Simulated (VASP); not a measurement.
Set up this calculation in VASP 6.6.1, as the native input.

```
Task                   : single point
Functional             : LDA
Potentials or basis    : VASP PAW LDA potentials, release 64 (Te, Mo_sv)
Cutoff                 : 520 eV
k mesh                 : 12 × 12 × 2
Occupations            : gaussian, width 0.01 eV
Spin                   : no spin polarisation
Dipole correction      : no
Further INCAR settings : ALGO = Normal; EDIFF = 1e-06; NBANDS = 35
```

The structure of Te2Mo lies in POSCAR:

```
Te2Mo
1.0
    3.5421276629      0.0000000000      0.0000000000
   -1.7710638315      3.0675725395      0.0000000000
    0.0000000000      0.0000000000     14.1766429168
Te Mo
4 2
Direct
    0.3333333333      0.6666666667      0.6234149329
    0.6666666667      0.3333333333      0.1234149329
    0.3333333333      0.6666666667      0.8765850671
    0.6666666667      0.3333333333      0.3765850671
    0.3333333333      0.6666666667      0.2500000000
    0.6666666667      0.3333333333      0.7500000000
```

One way to write it, as run:

INCAR

```
SYSTEM = Te2Mo
  PREC = Accurate
  ENCUT = 520
  EDIFF = 1E-6
  ISMEAR = 0
  SIGMA = 0.01
  LREAL = .False.
  LASPH = .True.
  NELM = 60
  ALGO = Normal
  ISIF = 2
  LWAVE = .False.
  LCHARG = .False.
  GGA = CA
  NBANDS = 35
```

KPOINTS

```
Automatic mesh
0
Gamma
  12 12 2
  0 0 0
```

Potentials or basis: VASP PAW LDA potentials, release 64 (Te, Mo_sv).

Command:

```bash
$ cat potpaw_LDA.64/Te/POTCAR potpaw_LDA.64/Mo_sv/POTCAR > POTCAR
$ mpirun -np 1 vasp_std > vasp.out
```

It gave:

- Pressure: -3.6 GPa
- Largest force: 0.228 eV/Å
- Band gap on the k mesh: 0.78 eV, indirect (least direct gap 1.00 eV)

Caveat: spin-orbit coupling is left out, which moves the levels of the heavy elements.

Run time: 4.5 min on 1 thread of Intel Xeon 6975P-C, on a shared host, peak memory 0.34 GiB.
